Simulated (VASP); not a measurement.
# GaSb (rocksalt type) (I4mm) in VASP: further runs

The runs below take GaSb (rocksalt type) through electric field gradients, with PBE.

Program: VASP 6.6.1. These are calculated values, not measurements. Logs are shortened: lines on timing, memory, paths and dates and some standing lists are left out, and cuts for length are marked.

### 1 The cell of the first run

The structure is tetragonal, space group I4mm (No. 107). Conventional cell: a = 4.102 Å, b = 4.102 Å, c = 5.801 Å, α = 90.00°, β = 90.00°, γ = 90.00°. Within 3.7 Å of Ga (site symmetry 4mm) lie 6 Sb at 2.82 to 2.98 Å. Within 3.7 Å of Sb (site symmetry 4mm) lie 6 Ga at 2.82 to 2.98 Å.

### 2 Electric field gradients, PBE (atom 2 (Sb) moved by [0.08, 0.0, 0.0] A)

The input, INCAR:

```
SYSTEM = GaSb
ALGO = Normal ; EDIFF = 1E-8
ENCUT = 520 ; GGA = PE
ISIF = 2 ; ISMEAR = -1
LASPH = .TRUE. ; LCHARG = .FALSE.
LEFG = .TRUE. ; LREAL = .FALSE.
LWAVE = .FALSE. ; NBANDS = 16
NELM = 80 ; PREC = Accurate
SIGMA = 0.05
```

The input, KPOINTS:

```
k-points
0
G
  10 10 10
  0 0 0
```

The input, POSCAR:

```
GaSb
1.0
    0.0000000000      2.9004533006      2.9004533006
    2.9004533006      0.0000000000      2.9004533006
    2.9004533006      2.9004533006      0.0000000000
Ga Sb
1 1
Direct
    0.0000000000      0.0000000000      0.0000000000
    0.4862090522      0.5137909478      0.5137909478
```

Potentials or basis: VASP PAW PBE potentials, release 64 (Ga_d, Sb).

The run is started by

```console
> cat potpaw_PBE.64/Ga_d/POTCAR potpaw_PBE.64/Sb/POTCAR > POTCAR
> mpirun -np 1 vasp_std > vasp.out
```

OUTCAR:

```text
SYSTEM = GaSb
   EDIFF = 1E-8
   ENCUT = 520
   GGA = PE
   ISIF = 2
   ISMEAR = -1
   LASPH = .TRUE.
   LREAL = .FALSE.
   NELM = 80
   PREC = Accurate

 ion  position               nearest neighbor table
   1  0.000  0.000  0.000-   2 2.82   2 2.90   2 2.90   2 2.90   2 2.90   2 2.98
   2  0.486  0.514  0.514-   1 2.82   1 2.90   1 2.90   1 2.90   1 2.90   1 2.98

  LATTYP: Found a face centered cubic cell.
 ALAT       =     5.8009066012

  Lattice vectors:

 A1 = (   0.0000000000,   2.9004533006,   2.9004533006)
 A2 = (   2.9004533006,   0.0000000000,   2.9004533006)
 A3 = (   2.9004533006,   2.9004533006,   0.0000000000)

Analysis of symmetry for initial positions (statically):
=====================================================================
 Subroutine PRICEL returns:
 Original cell was already a primitive cell.

 Routine SETGRP: Setting up the symmetry group for a
 face centered cubic supercell.

 Subroutine GETGRP returns: Found  8 space group operations
 (whereof  8 operations were pure point group operations)
 out of a pool of 48 trial point group operations.

The static configuration has the point symmetry C_4v.

Analysis of symmetry for dynamics (positions and initial velocities):
=====================================================================
 Subroutine PRICEL returns:
 Original cell was already a primitive cell.

 Routine SETGRP: Setting up the symmetry group for a
 face centered cubic supercell.

 Subroutine GETGRP returns: Found  8 space group operations
 (whereof  8 operations were pure point group operations)
 out of a pool of 48 trial point group operations.

The dynamic configuration has the point symmetry C_4v.

 Subroutine INISYM returns: Found  8 space group operations
 (whereof  8 operations are pure point group operations),
 and found     1 'primitive' translations

----------------------------------------------------------------------------------------

                                     Primitive cell

  volume of cell :      48.8009

  direct lattice vectors                    reciprocal lattice vectors
     0.000000000  2.900453301  2.900453301    -0.172386847  0.172386847  0.172386847
     2.900453301  0.000000000  2.900453301     0.172386847 -0.172386847  0.172386847
[... 117 lines left out ...]
  energy-cutoff  :      520.00
  volume of cell :       48.80
 maximum number of plane-waves:      1363
   NGX = 15   NGY = 15   NGZ = 15

 number of electron      17.9999988 magnetization

 Free energy of the ion-electron system (eV)
  ---------------------------------------------------
  ext. energy  EPLUGINS =         0.00000000
  ---------------------------------------------------
  free energy    TOTEN  =        -6.94689797 eV

  energy without entropy =       -6.93556692  energy(sigma->0) =       -6.94123245

 E-fermi :   6.2390     XC(G=0): -10.1460

 val. band max:        6.1957256293   @ k =   0.3000   0.1000   0.0000
 cond. band min:       6.2928629009   @ k =   0.0000   0.3000   0.2000
 fundamental gap:      0.0971372716
 Fermi energy:         6.2390196822

 k-point     1 :       0.0000    0.0000    0.0000
  band No.  band energies     occupation
      1      -8.5360      2.00000
      2      -8.5347      2.00000
      3      -8.5149      2.00000
      4      -8.5149      2.00000
      5      -8.5145      2.00000
      6      -5.4640      2.00000
[... 433 lines left out ...]
      3      -8.5153      2.00000
      4      -8.5126      2.00000
      5      -8.5109      2.00000
      6      -5.1333      2.00000
[... 8 lines left out ...]
     15      12.8977      0.00000
     16      14.0346      0.00000

 [... further k-points ...]
[... 5 lines left out ...]
  --------------------------------------------------------------------------------------
  -------------------------------------------------------------------------------------
  Total        0.1657714     -0.0065221     -0.0065221      0.0000000      0.0000000      0.0000000
  in kB        5.4424279     -0.2141250     -0.2141250      0.0000000      0.0000000      0.0000000
  external PRESSURE =       1.6713927 kB  Pullay stress =       0.0000000 kB

 VOLUME and BASIS-vectors are now :
 -----------------------------------------------------------------------------
  energy-cutoff  :      520.00
  volume of cell :       48.80
      direct lattice vectors                 reciprocal lattice vectors
     0.000000000  2.900453301  2.900453301    -0.172386847  0.172386847  0.172386847
     2.900453301  0.000000000  2.900453301     0.172386847 -0.172386847  0.172386847
     2.900453301  2.900453301  0.000000000     0.172386847  0.172386847 -0.172386847

 POSITION                                       TOTAL-FORCE (eV/Angst)
 -----------------------------------------------------------------------------------
      0.00000      0.00000      0.00000         0.162175      0.000000      0.000000
      2.98045      2.90045      2.90045        -0.162175      0.000000      0.000000
 -----------------------------------------------------------------------------------
    total drift:                               -0.000144      0.000000      0.000000

  FREE ENERGIE OF THE ION-ELECTRON SYSTEM (eV)
  ---------------------------------------------------
  free  energy   TOTEN  =        -6.9468979732 eV

  energy  without entropy=       -6.9355669241  energy(sigma->0) =       -6.94123245

 Electric field gradients (V/A^2)
---------------------------------------------------------------------
 ion       V_xx      V_yy      V_zz      V_xy      V_xz      V_yz
---------------------------------------------------------------------
   1      -1.920     0.960     0.960    -0.001    -0.001    -0.001
   2      -3.118     1.559     1.559    -0.000    -0.000    -0.000
---------------------------------------------------------------------

 Electric field gradients after diagonalization (V/A^2)
 (convention: |V_zz| > |V_xx| > |V_yy|)
----------------------------------------------------------------------
 ion       V_xx      V_yy      V_zz     asymmetry (V_yy - V_xx)/ V_zz
----------------------------------------------------------------------
   1       0.961     0.959    -1.920       0.001
   2       1.559     1.559    -3.118       0.000
----------------------------------------------------------------------

           NMR quadrupolar parameters

 Cq : quadrupolar parameter    Cq=e*Q*V_zz/h
 eta: asymmetry parameters     (V_yy - V_xx)/ V_zz
 Q  : nuclear electric quadrupole moment in mb (millibarn)
----------------------------------------------------------------------
 ion       Cq(MHz)       eta       Q (mb)
----------------------------------------------------------------------
   1      -0.005       0.001       1.000
   2      -0.008       0.000       1.000
----------------------------------------------------------------------
```

OSZICAR:

```text
N       E                     dE             d eps       ncg     rms          rms(c)
DAV:   1     0.783408018362E+02    0.78341E+02   -0.86223E+03  3376   0.147E+03
DAV:   2    -0.118694627245E+01   -0.79528E+02   -0.76728E+02  3824   0.299E+02
DAV:   3    -0.686489898517E+01   -0.56780E+01   -0.56366E+01  4024   0.615E+01
DAV:   4    -0.695695340499E+01   -0.92054E-01   -0.92039E-01  3968   0.865E+00
DAV:   5    -0.695900920894E+01   -0.20558E-02   -0.20558E-02  4136   0.117E+00    0.236E+00
DAV:   6    -0.694536312594E+01    0.13646E-01   -0.44281E-02  4264   0.347E+00    0.133E+00
DAV:   7    -0.694658245443E+01   -0.12193E-02   -0.95930E-03  4952   0.106E+00    0.312E-01
DAV:   8    -0.694687332035E+01   -0.29087E-03   -0.14688E-03  4072   0.475E-01    0.493E-02
DAV:   9    -0.694689527092E+01   -0.21951E-04   -0.95876E-05  4488   0.112E-01    0.127E-02
DAV:  10    -0.694689824549E+01   -0.29746E-05   -0.11326E-05  4056   0.387E-02    0.239E-03
DAV:  11    -0.694689822356E+01    0.21939E-07   -0.70757E-07  3920   0.660E-03    0.130E-03
DAV:  12    -0.694689795875E+01    0.26481E-06   -0.11906E-07  4032   0.325E-03    0.668E-04
DAV:  13    -0.694689799287E+01   -0.34117E-07   -0.10291E-08  3184   0.916E-04    0.149E-04
DAV:  14    -0.694689796109E+01    0.31772E-07   -0.25298E-09  2504   0.505E-04    0.570E-05
DAV:  15    -0.694689797353E+01   -0.12432E-07   -0.45909E-10  1960   0.280E-04    0.213E-05
DAV:  16    -0.694689797323E+01    0.29104E-09   -0.15046E-10  1984   0.158E-04
   1 F= -.69468980E+01 E0= -.69412324E+01  d E =-.113310E-01
```

It took 39 s on 1 thread of Intel Xeon Platinum 8559C (Emerald Rapids), shared host; peak memory 0.23 GiB.

Results:

* Free energy: -6.9469 eV
* Pressure: 0.2 GPa
* Largest force: 0.162 eV/Å
* Band gap on the k mesh: zero (band 9 reaches 7.04 eV, above the bottom of band 10 at 3.96 eV)

Forces in eV/Å, atoms in the order of the input:
```
Ga   0.162  0.000  0.000
Sb  -0.162  0.000  0.000
```

Stress tensor (GPa, compression positive):
```
 0.54  0.00  0.00
 0.00 -0.02  0.00
 0.00  0.00 -0.02
```

Levels at points of the mesh, in eV from the Fermi level:
```csv
k point,band 7,band 8,band 9,band 10,band 11,band 12
"(0.00, 0.00, 0.00)",-0.24,0.19,0.20,0.20,5.98,5.98
"(0.50, 0.00, 0.00)",-7.24,0.47,0.51,2.24,2.28,2.68
"(0.50, 0.50, 0.00)",-4.94,-3.92,-2.27,-2.27,3.09,8.83
"(0.00, 0.50, 0.50)",-5.02,-3.84,-2.28,-2.28,3.11,8.82
```

Electric field gradients, principal values (V/Å²):
| atom | least | middle | greatest (by size) |
| --- | --- | --- | --- |
| 1 Ga | 0.959 | 0.961 | -1.920 |
| 2 Sb | 1.559 | 1.559 | -3.118 |

Caveat: the cell differs from its parent crystal (atom 2 (Sb) moved by [0.08, 0.0, 0.0] A); without QUAD_EFG the Cq values of the log hold for a quadrupole moment of 1 mb, not for the nuclei; spin-orbit coupling is left out, which moves the levels of the heavy elements.

### 3 Electric field gradients, PBE (atom 2 (Sb) moved by [0.08, 0.0, 0.0] A)

The input, INCAR:

```
PREC = Accurate ; ENCUT = 520
EDIFF = 1E-8 ; ISMEAR = -1
SIGMA = 0.05 ; LREAL = F
LASPH = T ; NELM = 80
ALGO = Normal ; ISIF = 2
LWAVE = F ; LCHARG = F
GGA = PE ; LEFG = T
NBANDS = 16
```

The input, KPOINTS:

```
Automatic mesh
0
Gamma
  10 10 10
```

POSCAR is that of step 2.

Potentials or basis: VASP PAW PBE potentials, release 64 (Ga_d, Sb).

The run is started by

```console
> cat potpaw_PBE.64/Ga_d/POTCAR potpaw_PBE.64/Sb/POTCAR > POTCAR
> mpirun -np 1 vasp_std > vasp.out
```

OUTCAR:

```text
PREC = Accurate
   ENCUT = 520
   EDIFF = 1E-8
   ISMEAR = -1
   LREAL = F
   LASPH = T
   NELM = 80
   ISIF = 2
   GGA = PE

 ion  position               nearest neighbor table
   1  0.000  0.000  0.000-   2 2.82   2 2.90   2 2.90   2 2.90   2 2.90   2 2.98
   2  0.486  0.514  0.514-   1 2.82   1 2.90   1 2.90   1 2.90   1 2.90   1 2.98

  LATTYP: Found a face centered cubic cell.
 ALAT       =     5.8009066012

  Lattice vectors:

 A1 = (   0.0000000000,   2.9004533006,   2.9004533006)
 A2 = (   2.9004533006,   0.0000000000,   2.9004533006)
 A3 = (   2.9004533006,   2.9004533006,   0.0000000000)

Analysis of symmetry for initial positions (statically):
=====================================================================
 Subroutine PRICEL returns:
 Original cell was already a primitive cell.

 Routine SETGRP: Setting up the symmetry group for a
 face centered cubic supercell.

 Subroutine GETGRP returns: Found  8 space group operations
 (whereof  8 operations were pure point group operations)
 out of a pool of 48 trial point group operations.

The static configuration has the point symmetry C_4v.

Analysis of symmetry for dynamics (positions and initial velocities):
=====================================================================
 Subroutine PRICEL returns:
 Original cell was already a primitive cell.

 Routine SETGRP: Setting up the symmetry group for a
 face centered cubic supercell.

 Subroutine GETGRP returns: Found  8 space group operations
 (whereof  8 operations were pure point group operations)
 out of a pool of 48 trial point group operations.

The dynamic configuration has the point symmetry C_4v.

 Subroutine INISYM returns: Found  8 space group operations
 (whereof  8 operations are pure point group operations),
[... 149 lines left out ...]

 k-point     1 :       0.0000    0.0000    0.0000
  band No.  band energies     occupation
      1      -8.5360      2.00000
      2      -8.5347      2.00000
      3      -8.5149      2.00000
      4      -8.5149      2.00000
      5      -8.5145      2.00000
      6      -5.4640      2.00000
[... 433 lines left out ...]
      3      -8.5153      2.00000
      4      -8.5126      2.00000
      5      -8.5109      2.00000
      6      -5.1333      2.00000
[... 8 lines left out ...]
     15      12.8977      0.00000
     16      14.0346      0.00000

 [... further k-points ...]
[... 5 lines left out ...]
  --------------------------------------------------------------------------------------
  -------------------------------------------------------------------------------------
  Total        0.1657714     -0.0065221     -0.0065221      0.0000000      0.0000000      0.0000000
  in kB        5.4424279     -0.2141250     -0.2141250      0.0000000      0.0000000      0.0000000
  external PRESSURE =       1.6713927 kB  Pullay stress =       0.0000000 kB

 VOLUME and BASIS-vectors are now :
 -----------------------------------------------------------------------------
  energy-cutoff  :      520.00
  volume of cell :       48.80
      direct lattice vectors                 reciprocal lattice vectors
     0.000000000  2.900453301  2.900453301    -0.172386847  0.172386847  0.172386847
     2.900453301  0.000000000  2.900453301     0.172386847 -0.172386847  0.172386847
     2.900453301  2.900453301  0.000000000     0.172386847  0.172386847 -0.172386847

 POSITION                                       TOTAL-FORCE (eV/Angst)
 -----------------------------------------------------------------------------------
      0.00000      0.00000      0.00000         0.162175      0.000000      0.000000
      2.98045      2.90045      2.90045        -0.162175      0.000000      0.000000
 -----------------------------------------------------------------------------------
    total drift:                               -0.000144      0.000000      0.000000

  FREE ENERGIE OF THE ION-ELECTRON SYSTEM (eV)
  ---------------------------------------------------
  free  energy   TOTEN  =        -6.9468979732 eV

  energy  without entropy=       -6.9355669241  energy(sigma->0) =       -6.94123245

 Electric field gradients (V/A^2)
---------------------------------------------------------------------
 ion       V_xx      V_yy      V_zz      V_xy      V_xz      V_yz
---------------------------------------------------------------------
   1      -1.920     0.960     0.960    -0.001    -0.001    -0.001
   2      -3.118     1.559     1.559    -0.000    -0.000    -0.000
---------------------------------------------------------------------

 Electric field gradients after diagonalization (V/A^2)
 (convention: |V_zz| > |V_xx| > |V_yy|)
----------------------------------------------------------------------
 ion       V_xx      V_yy      V_zz     asymmetry (V_yy - V_xx)/ V_zz
----------------------------------------------------------------------
   1       0.961     0.959    -1.920       0.001
   2       1.559     1.559    -3.118       0.000
----------------------------------------------------------------------

           NMR quadrupolar parameters

 Cq : quadrupolar parameter    Cq=e*Q*V_zz/h
 eta: asymmetry parameters     (V_yy - V_xx)/ V_zz
 Q  : nuclear electric quadrupole moment in mb (millibarn)
----------------------------------------------------------------------
 ion       Cq(MHz)       eta       Q (mb)
----------------------------------------------------------------------
   1      -0.005       0.001       1.000
   2      -0.008       0.000       1.000
----------------------------------------------------------------------
```

OSZICAR:

```text
N       E                     dE             d eps       ncg     rms          rms(c)
DAV:   1     0.783408018362E+02    0.78341E+02   -0.86223E+03  3376   0.147E+03
DAV:   2    -0.118694627245E+01   -0.79528E+02   -0.76728E+02  3824   0.299E+02
DAV:   3    -0.686489898517E+01   -0.56780E+01   -0.56366E+01  4024   0.615E+01
DAV:   4    -0.695695340499E+01   -0.92054E-01   -0.92039E-01  3968   0.865E+00
DAV:   5    -0.695900920894E+01   -0.20558E-02   -0.20558E-02  4136   0.117E+00    0.236E+00
DAV:   6    -0.694536312594E+01    0.13646E-01   -0.44281E-02  4264   0.347E+00    0.133E+00
DAV:   7    -0.694658245443E+01   -0.12193E-02   -0.95930E-03  4952   0.106E+00    0.312E-01
DAV:   8    -0.694687332035E+01   -0.29087E-03   -0.14688E-03  4072   0.475E-01    0.493E-02
DAV:   9    -0.694689527092E+01   -0.21951E-04   -0.95876E-05  4488   0.112E-01    0.127E-02
DAV:  10    -0.694689824549E+01   -0.29746E-05   -0.11326E-05  4056   0.387E-02    0.239E-03
DAV:  11    -0.694689822356E+01    0.21939E-07   -0.70757E-07  3920   0.660E-03    0.130E-03
DAV:  12    -0.694689795875E+01    0.26481E-06   -0.11906E-07  4032   0.325E-03    0.668E-04
DAV:  13    -0.694689799287E+01   -0.34117E-07   -0.10291E-08  3184   0.916E-04    0.149E-04
DAV:  14    -0.694689796109E+01    0.31772E-07   -0.25298E-09  2504   0.505E-04    0.570E-05
DAV:  15    -0.694689797353E+01   -0.12432E-07   -0.45909E-10  1960   0.280E-04    0.213E-05
DAV:  16    -0.694689797323E+01    0.29104E-09   -0.15046E-10  1984   0.158E-04
   1 F= -.69468980E+01 E0= -.69412324E+01  d E =-.113310E-01
```

stdout:

```text
POSCAR found type information on POSCAR GaSb
 POSCAR found :  2 types and       2 ions
 scaLAPACK will be used
 LDA part: xc-table for (Slater+PW92), standard interpolation
 POSCAR, INCAR and KPOINTS ok, starting setup
 FFT: planning ... GRIDC
 FFT: planning ... GRID_SOFT
 FFT: planning ... GRID
 WAVECAR not read
 entering main loop
ion   1

ion   2
```

It took 38 s on 1 thread of Intel Xeon Platinum 8559C (Emerald Rapids), shared host; peak memory 0.23 GiB.

What came out:

```yaml
Free_energy: -6.9469 eV
Pressure: 0.2 GPa
Largest_force: 0.162 eV/Å
Band_gap_on_the_k_mesh: zero (band 9 reaches 7.04 eV, above the bottom of band 10 at 3.96 eV)
```

Forces on the atoms (eV/Å):
```
Ga   0.162  0.000  0.000
Sb  -0.162  0.000  0.000
```

Levels at points of the mesh, in eV from the Fermi level:
```
           k point  band 6  band 7  band 8  band 9  band 10  band 11  band 12  band 13
(0.00, 0.00, 0.00)  -11.70   -0.24    0.19    0.20     0.20     5.98     5.98     6.21
(0.50, 0.00, 0.00)   -9.40   -7.24    0.47    0.51     2.24     2.28     2.68     2.92
(0.50, 0.50, 0.00)   -8.74   -4.94   -3.92   -2.27    -2.27     3.09     8.83     8.84
(0.00, 0.50, 0.50)   -8.73   -5.02   -3.84   -2.28    -2.28     3.11     8.82     8.82
```

Electric field gradients, principal values (V/Å²):
| atom | least | middle | greatest (by size) |
| --- | --- | --- | --- |
| 1 Ga | 0.959 | 0.961 | -1.920 |
| 2 Sb | 1.559 | 1.559 | -3.118 |

Caveat: the cell differs from its parent crystal (atom 2 (Sb) moved by [0.08, 0.0, 0.0] A); without QUAD_EFG the Cq values of the log hold for a quadrupole moment of 1 mb, not for the nuclei; spin-orbit coupling is left out, which moves the levels of the heavy elements.
